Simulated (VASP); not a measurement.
# HfMg3 (Pm-3m) in VASP: notebook, part 2 of 2

VASP 6.6.1.

### Step 5. Single point, PBE (21.81 Å³/atom)

This run uses another cell than the first one, of 21.81 Å³/atom.

File INCAR:

```
SYSTEM = HfMg3
PREC = Accurate
ENCUT = 520
EDIFF = 1E-6
ISMEAR = 0
SIGMA = 0.05
LREAL = .False.
LASPH = .True.
NELM = 80
ALGO = Normal
ISIF = 2
LWAVE = .False.
LCHARG = .True.
GGA = PE
LELF = .True.
LVHAR = .True.
NBANDS = 16
```

File KPOINTS:

```
regular mesh
0
Gamma
  8 8 8
  0 0 0
```

File POSCAR:

```
HfMg3
1.0
    4.4351854621      0.0000000000      0.0000000000
    0.0000000000      4.4351854621      0.0000000000
    0.0000000000      0.0000000000      4.4351854621
Hf Mg
1 3
Direct
    0.0000000000      0.0000000000      0.0000000000
    0.0000000000      0.5000000000      0.5000000000
    0.5000000000      0.5000000000      0.0000000000
    0.5000000000      0.0000000000      0.5000000000
```

Potentials or basis: VASP PAW PBE potentials, release 64 (Hf_pv, Mg).

Started as:

```sh
cat potpaw_PBE.64/Hf_pv/POTCAR potpaw_PBE.64/Mg/POTCAR > POTCAR
mpirun -np 1 vasp_std > vasp.out
```

OUTCAR:

```text
SYSTEM = HfMg3
   PREC = Accurate
   ENCUT = 520
   EDIFF = 1E-6
   ISMEAR = 0
   LREAL = .False.
   LASPH = .True.
   NELM = 80
   ISIF = 2
   GGA = PE

 ion  position               nearest neighbor table
   1  0.000  0.000  0.000-   2 3.14   3 3.14   4 3.14   2 3.14   4 3.14   2 3.14   3 3.14   2 3.14
                             3 3.14   4 3.14   4 3.14   3 3.14
   2  0.000  0.500  0.500-   1 3.14   3 3.14   4 3.14   1 3.14   3 3.14   1 3.14   4 3.14   1 3.14
                             3 3.14   4 3.14   3 3.14   4 3.14
   3  0.500  0.500  0.000-   1 3.14   2 3.14   4 3.14   2 3.14   4 3.14   1 3.14   4 3.14   4 3.14
                             1 3.14   2 3.14   2 3.14   1 3.14
   4  0.500  0.000  0.500-   1 3.14   2 3.14   3 3.14   1 3.14   3 3.14   2 3.14   3 3.14   3 3.14
                             1 3.14   2 3.14   1 3.14   2 3.14

  LATTYP: Found a simple cubic cell.
 ALAT       =     4.4351854621

  Lattice vectors:

 A1 = (   4.4351854621,   0.0000000000,   0.0000000000)
 A2 = (   0.0000000000,   4.4351854621,   0.0000000000)
 A3 = (   0.0000000000,   0.0000000000,   4.4351854621)

Analysis of symmetry for initial positions (statically):
=====================================================================
 Subroutine PRICEL returns:
 Original cell was already a primitive cell.

 Routine SETGRP: Setting up the symmetry group for a
 simple cubic supercell.

 Subroutine GETGRP returns: Found 48 space group operations
 (whereof 48 operations were pure point group operations)
 out of a pool of 48 trial point group operations.

The static configuration has the point symmetry O_h .

Analysis of symmetry for dynamics (positions and initial velocities):
=====================================================================
 Subroutine PRICEL returns:
 Original cell was already a primitive cell.

 Routine SETGRP: Setting up the symmetry group for a
 simple cubic supercell.

 Subroutine GETGRP returns: Found 48 space group operations
 (whereof 48 operations were pure point group operations)
 out of a pool of 48 trial point group operations.

The dynamic configuration has the point symmetry O_h .

 Subroutine INISYM returns: Found 48 space group operations
 (whereof 48 operations are pure point group operations),
 and found     1 'primitive' translations

----------------------------------------------------------------------------------------

                                     Primitive cell

  volume of cell :      87.2440

  direct lattice vectors                    reciprocal lattice vectors
     4.435185462  0.000000000  0.000000000     0.225469715  0.000000000  0.000000000
     0.000000000  4.435185462  0.000000000     0.000000000  0.225469715  0.000000000
     0.000000000  0.000000000  4.435185462     0.000000000  0.000000000  0.225469715

  length of vectors
     4.435185462  4.435185462  4.435185462     0.225469715  0.225469715  0.225469715

  position of ions in fractional coordinates (direct lattice)
     0.000000000  0.000000000  0.000000000
     0.000000000  0.500000000  0.500000000
     0.500000000  0.500000000  0.000000000
     0.500000000  0.000000000  0.500000000

  ion indices of the primitive-cell ions
   primitive index   ion index
                 1           1
                 2           2
                 3           3
[... 31 lines left out ...]
  0.125000  0.000000  0.000000      6.000000
  0.250000  0.000000  0.000000      6.000000
  0.375000  0.000000  0.000000      6.000000
  0.500000  0.000000  0.000000      3.000000
  0.125000  0.125000  0.000000     12.000000
[... 16 lines left out ...]
  0.375000  0.375000  0.125000     24.000000
  0.500000  0.375000  0.125000     24.000000
 [... further k-points ...]
   k-points           NKPTS =     35   k-points in BZ     NKDIM =     35   number of bands    NBANDS=     16
   number of dos      NEDOS =    301   number of ions     NIONS =      4
   total plane-waves  NPLWV =  46656
   dimension x,y,z NGX =    36 NGY =   36 NGZ =   36
   dimension x,y,z NGXF=    72 NGYF=   72 NGZF=   72
   ions per type =               1   3
   NGX,Y,Z   is equivalent  to a cutoff of  13.49, 13.49, 13.49 a.u.
   NGXF,Y,Z  is equivalent  to a cutoff of  26.99, 26.99, 26.99 a.u.
 SYSTEM =  HfMg3
   PREC   = accura    normal or accurate (medium, high low for compatibility)
   ISTART =      0    job   : 0-new  1-cont  2-samecut
   ICHARG =      2    charge: 1-file 2-atom 10-const
   ISPIN  =      1    spin polarized calculation?
   LNONCOLLINEAR =      F non collinear calculations
   LSORBIT =      F    spin-orbit coupling
   LASPH  =      T    aspherical Exc in radial PAW
   ENCUT  =  520.0 eV  38.22 Ry    6.18 a.u.   8.25  8.25  8.25*2*pi/ulx,y,z
   NELM   =     80;   NELMIN=  2; NELMDL= -5     # of ELM steps
   EDIFF  = 0.1E-05   stopping-criterion for ELM
   LREAL  =      F    real-space projection
   EDIFFG = 0.1E-04   stopping-criterion for IOM
   NSW    =      0    number of steps for IOM
   IBRION =     -1    ionic relax: 0-MD 1-quasi-New 2-CG
   NFREE  =      0    steps in history (QN), initial steepest desc. (CG)
   ISIF   =      2    stress and relaxation
   ISYM   =      2    0-nonsym 1-usesym 2-fastsym
   POTIM  = 0.5000    time-step for ionic-motion
   TEBEG  =    0.0;   TEEND  =   0.0 temperature during run
   PSTRESS=    0.0 pullay stress
   NELECT =      16.0000    total number of electrons
   NUPDOWN=      -1.0000    fix difference up-down
   EMIN   =  10.00;   EMAX   =-10.00  energy-range for DOS
   EFERMI =   0.00;   METHOD = LEGACY
   ISMEAR =     0;   SIGMA  =   0.05  broadening in eV -4-tet -1-fermi 0-gaus
   EFERMI_NEDOS =   21; number of points for ismear=-14 and -15
   IALGO  =     38    algorithm
   IMIX   =      4    mixing-type and parameters
     AMIX     =   0.40;   BMIX     =  1.00
     AMIX_MAG =   1.60;   BMIX_MAG =  1.00
  volume/ion in A,a.u.               =      21.81       147.19
  Fermi-wavevector in a.u.,A,eV,Ry     =   0.930114  1.757661 11.770574  0.865113
  Thomas-Fermi vector in A             =   2.056469
   LORBIT       =      0    0 simple, 1 ext, 2 COOP (PROOUT), +10 PAW based schemes
   GGA     = PE    functional components
   LHFCALC =     F    Hartree Fock is set to
   AEXX    =    0.0000 exact exchange contribution
   IVDW    =     0    specifies the selected vdW correction
   LEPSILON=     F    determine dielectric tensor
   LRPA    =     F    only Hartree local field effects (RPA)
 non-spin polarized calculation
 Gauss-broadening in eV      SIGMA  =   0.05
  energy-cutoff  :      520.00
  volume of cell :       87.24
 maximum number of plane-waves:      2373
 NGX is ok and might be reduce to    36
   NGX = 17   NGY = 17   NGZ = 17

 number of electron      15.9999999 magnetization

 Free energy of the ion-electron system (eV)
  ---------------------------------------------------
  ext. energy  EPLUGINS =         0.00000000
  ---------------------------------------------------
  free energy    TOTEN  =       -13.88245207 eV

  energy without entropy =      -13.87883717  energy(sigma->0) =      -13.88064462

 E-fermi :   3.0566     XC(G=0):  -9.3796

 val. band max:        2.9981943535   @ k =   0.5000   0.3750   0.1250
 cond. band min:       3.0574943240   @ k =   0.3750   0.2500   0.0000
 fundamental gap:      0.0592999705
 Fermi energy:         3.0566193460

 k-point     1 :       0.0000    0.0000    0.0000
  band No.  band energies     occupation
      1     -27.9773      2.00000
      2     -27.9773      2.00000
      3     -27.9773      2.00000
      4      -3.7997      2.00000
      5       1.8730      2.00000
      6       1.8730      2.00000
[... 433 lines left out ...]
      3     -27.9776      2.00000
      4      -0.7234      2.00000
      5      -0.5768      2.00000
      6       0.9336      2.00000
[... 8 lines left out ...]
     15       8.1210      0.00000
     16       8.8093      0.00000

 [... further k-points ...]

------------------------ aborting loop because EDIFF is reached ----------------------------------------

  FORCE on cell =-STRESS in cart. coord.  units (eV):
  Direction    XX          YY          ZZ          XY          YZ          ZX
  --------------------------------------------------------------------------------------
  -------------------------------------------------------------------------------------
  Total       -0.0653315     -0.0653315     -0.0653315      0.0000000      0.0000000     -0.0000000
  in kB       -1.1997693     -1.1997693     -1.1997693      0.0000000      0.0000000     -0.0000000
  external PRESSURE =      -1.1997693 kB  Pullay stress =       0.0000000 kB

 VOLUME and BASIS-vectors are now :
 -----------------------------------------------------------------------------
  energy-cutoff  :      520.00
  volume of cell :       87.24
      direct lattice vectors                 reciprocal lattice vectors
     4.435185462  0.000000000  0.000000000     0.225469715  0.000000000  0.000000000
     0.000000000  4.435185462  0.000000000     0.000000000  0.225469715  0.000000000
     0.000000000  0.000000000  4.435185462     0.000000000  0.000000000  0.225469715

 POSITION                                       TOTAL-FORCE (eV/Angst)
 -----------------------------------------------------------------------------------
      0.00000      0.00000      0.00000         0.000000      0.000000      0.000000
      0.00000      2.21759      2.21759         0.000000      0.000000      0.000000
      2.21759      2.21759      0.00000         0.000000      0.000000      0.000000
      2.21759      0.00000      2.21759         0.000000      0.000000      0.000000
 -----------------------------------------------------------------------------------
    total drift:                                0.000000     -0.000000     -0.000000

  FREE ENERGIE OF THE ION-ELECTRON SYSTEM (eV)
  ---------------------------------------------------
  free  energy   TOTEN  =       -13.8824520748 eV

  energy  without entropy=      -13.8788371705  energy(sigma->0) =      -13.88064462
```

It took 76 s on 1 thread of Intel Xeon 8259CL, shared host; peak memory 0.23 GiB.

What came out:

| Item | Value |
| --- | --- |
| Free energy | -13.8825 eV |
| Pressure | -0.1 GPa |
| Band gap on the k mesh | zero (bands 8 and 9 overlap by 1.44 eV) |

Levels at points of the mesh, in eV from the Fermi level:
| k point | band 4 | band 5 | band 6 | band 7 | band 8 | band 9 | band 10 | band 11 | band 12 | band 13 |
| --- | --- | --- | --- | --- | --- | --- | --- | --- | --- | --- |
| (0.00, 0.00, 0.00) | -6.86 | -1.18 | -1.18 | 0.62 | 0.62 | 0.62 | 1.27 | 1.27 | 1.27 | 1.71 |
| (0.50, 0.00, 0.00) | -4.99 | -4.62 | -0.70 | -0.29 | -0.29 | 1.48 | 1.95 | 2.71 | 2.71 | 2.81 |
| (0.50, 0.50, 0.00) | -3.58 | -3.13 | -2.61 | -2.61 | 0.24 | 0.24 | 1.53 | 2.31 | 2.37 | 3.49 |
| (0.50, 0.50, 0.50) | -2.19 | -2.19 | -2.19 | -1.41 | -0.80 | -0.80 | -0.80 | -0.25 | 2.42 | 2.42 |

Caveat: spin-orbit coupling is left out, which moves the levels of the heavy elements.

### Step 6. Single point, PBE

This run uses another cell than the first one, of 21.81 Å³/atom.

File INCAR:

```
SYSTEM = HfMg3
  PREC = Accurate
  ENCUT = 520
  EDIFF = 1E-6
  ISMEAR = -5
  SIGMA = 0.1
  LREAL = .False.
  LASPH = .True.
  NELM = 60
  ALGO = Normal
  ISIF = 2
  LWAVE = .False.
  LCHARG = .False.
  GGA = PE
  NBANDS = 16
```

KPOINTS is that of step 5.

POSCAR is that of step 5.

Potentials or basis: VASP PAW PBE potentials, release 64 (Hf_pv, Mg).

Started as:

```sh
cat potpaw_PBE.64/Hf_pv/POTCAR potpaw_PBE.64/Mg/POTCAR > POTCAR
mpirun -np 1 vasp_std > vasp.out
```

It took 79 s on 1 thread of Intel Xeon 8259CL, shared host; peak memory 0.23 GiB.

The run converged. Its results:

| Item | Value |
| --- | --- |
| Free energy | -13.8827 eV |
| Pressure | -0.1 GPa |
| Band gap on the k mesh | zero (bands 8 and 9 overlap by 1.44 eV) |

Levels at points of the mesh, in eV from the Fermi level:
```tsv
k point	band 4	band 5	band 6	band 7	band 8	band 9	band 10	band 11	band 12	band 13
(0.00, 0.00, 0.00)	-6.82	-1.14	-1.14	0.66	0.66	0.66	1.31	1.31	1.31	1.75
(0.50, 0.00, 0.00)	-4.95	-4.58	-0.66	-0.25	-0.25	1.52	2.00	2.75	2.75	2.85
(0.50, 0.50, 0.00)	-3.54	-3.09	-2.57	-2.57	0.29	0.29	1.57	2.35	2.41	3.53
(0.50, 0.50, 0.50)	-2.15	-2.15	-2.15	-1.37	-0.76	-0.76	-0.76	-0.20	2.46	2.46
```

Caveat: spin-orbit coupling is left out, which moves the levels of the heavy elements; tetrahedron occupations give inexact forces and stress in metals.

### Step 7. Overview

| cell | smearing | gap on the mesh (eV) | pressure (GPa) |
| --- | --- | --- | --- |
| a = 4.352 Å, 4 atoms | gaussian 0.05 eV | none | 3.4 |
| a = 4.375 Å, 4 atoms | gaussian 0.05 eV | none | 2.4 |
| a = 4.405 Å, 4 atoms | gaussian 0.05 eV | none | 1.1 |
| a = 4.435 Å, 4 atoms | gaussian 0.05 eV | none | -0.1 |
| a = 4.435 Å, 4 atoms | tetrahedron | none | -0.1 |

Alike in all rows: task single point; level PBE; potentials or basis VASP PAW PBE potentials, release 64 (Hf_pv, Mg); no spin polarisation; k mesh 8 × 8 × 8; cutoff (eV) 520.

Caveats: spin-orbit coupling is left out, which moves the levels of the heavy elements; the cell stands under pressure (at least some runs); tetrahedron occupations give inexact forces and stress in metals (at least some runs).

Total energies depend on the potentials used, so only differences within one code and one set of settings carry meaning.
